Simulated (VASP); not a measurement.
# BN: relaxation of cell and atoms with PBEsol

The system is BN.

```
B N
1.0
     2.55394    0.00000    0.00000
    -1.27697    2.21178    0.00000
     0.00000    0.00000    4.22685
B N
2 2
Direct
  0.66667 0.33333 0.99972
  0.33333 0.66667 0.49972
  0.66667 0.33333 0.62528
  0.33333 0.66667 0.12528
```

- Program: VASP 6.6.1
- Task: relaxation of cell and atoms
- Functional: PBEsol
- Potentials or basis: VASP PAW PBE potentials, release 64 (B, N)
- Cutoff: 600 eV
- k mesh: 12 × 12 × 6
- Occupations: gaussian, width 0.02 eV
- Spin: no spin polarisation
- Dipole correction: no
- Further INCAR settings: ALGO = Normal; EDIFF = 1e-07; IBRION = 2; EDIFFG = -0.005; NSW = 100; ISIF = 3

```json
{
  "Relaxed volume": "5.88 Å³/atom",
  "Relaxed cell": "a = 2.542 Å, b = 2.542 Å, c = 4.204 Å, α = 90.00°, β = 90.00°, γ = 120.00°",
  "Space group after relaxing (to 0.05 Å)": "P6_3mc (No. 186)",
  "Energy gained by relaxing": "1.6 meV/atom",
  "Ionic steps": "6",
  "Pressure after relaxing": "0.0 GPa",
  "Band gap on the k mesh": "4.95 eV, indirect (least direct gap 8.22 eV)"
}
```

The path:
```csv
step,energy change (eV),largest force (eV/Å),pressure (GPa),volume (Å³)
1,0.0000,0.0101,-5.64,23.88
2,0.0007,0.0346,6.24,23.16
3,-0.0063,0.0115,-0.02,23.52
4,-0.0063,0.0120,0.10,23.52
5,-0.0063,0.0132,-0.09,23.53
6,-0.0064,0.0002,0.01,23.52
```

Final structure:
```cif
data_structure
_symmetry_space_group_name_H-M 'P 1'
_symmetry_Int_Tables_number 1
_cell_length_a 2.5417
_cell_length_b 2.5417
_cell_length_c 4.2041
_cell_angle_alpha 90.000
_cell_angle_beta 90.000
_cell_angle_gamma 120.000
_cell_volume 23.52
loop_
_atom_site_label
_atom_site_type_symbol
_atom_site_fract_x
_atom_site_fract_y
_atom_site_fract_z
_atom_site_occupancy
B1 B 0.66667 0.33333 0.99972 1
B2 B 0.33333 0.66667 0.49972 1
N1 N 0.66667 0.33333 0.62528 1
N2 N 0.33333 0.66667 0.12528 1
```

Levels at points of the mesh, in eV from the valence-band top:
```
           k point  band 6  band 7  band 8  band 9  band 10  band 11
(0.00, 0.00, 0.00)   -0.28    0.00    0.00    8.32     8.32     8.57
(0.50, 0.00, 0.00)   -5.05   -4.51   -2.13    6.57     7.82    10.54
(0.00, 0.00, 0.50)   -1.19   -1.19   -1.19    9.47     9.47     9.89
(0.50, 0.00, 0.50)   -3.81   -3.61   -3.61    6.46     6.46     9.96
```

It took 49 s on 1 thread of Intel(R) Xeon(R) Platinum 8488C (Sapphire Rapids) (shared host), peak memory 0.15 GiB.

Caveat: the PAW data sets were made with another functional, which shifts forces and pressure a little. Expect the measured gap to be larger: semilocal functionals such as PBEsol lack the derivative discontinuity.
